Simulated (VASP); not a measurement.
Crystal: Rh.

```xyz
2
Lattice="-2.3494 2.3494 1.2816 2.3494 -2.3494 1.2816 2.3494 2.3494 -1.2816" Properties=species:S:1:pos:R:3 pbc="T T T"
Rh    0.0000    0.0000    0.0000
Rh    0.0000    2.3494    0.6408
```

```yaml
Program: VASP 6.6.1
Task: relaxation of cell and atoms
Functional: PBEsol
Potentials_or_basis: VASP PAW PBE potentials, release 64 (Rh_pv)
Cutoff: 500 eV
k_mesh: 8 × 8 × 8
Occupations: gaussian, width 0.1 eV
Spin: no spin polarisation
```

At the start: pressure 15.0 GPa; volume 14.15 Å³/atom.

Task: How do energy, volume and symmetry change on relaxing?

Result: Over 6 steps the energy falls by 49.2 meV/atom and the volume is 14.97 Å³/atom (+5.8 %); space group I4_1/amd (No. 141, to 0.05 Å).

Step by step:
```tsv
step	energy change (eV)	largest force (eV/Å)	pressure (GPa)	volume (Å³)
1	0.0000	0.0000	15.00	28.30
2	0.2187	0.0000	-21.90	34.05
3	-0.0893	0.0000	-1.84	30.15
4	-0.0894	0.0000	-1.27	30.08
5	-0.0973	0.0000	0.75	29.88
6	-0.0984	0.0000	0.17	29.93
```

Final structure:
```
Rh
1.0
    -2.36422    2.36422    1.33869
     2.36422   -2.36422    1.33869
     2.36422    2.36422   -1.33869
Rh
2
Cartesian
  0.0000 0.0000 0.0000
  0.0000 2.3642 0.6693
```

Caveat: the PAW data sets were made with another functional, which shifts forces and pressure a little.
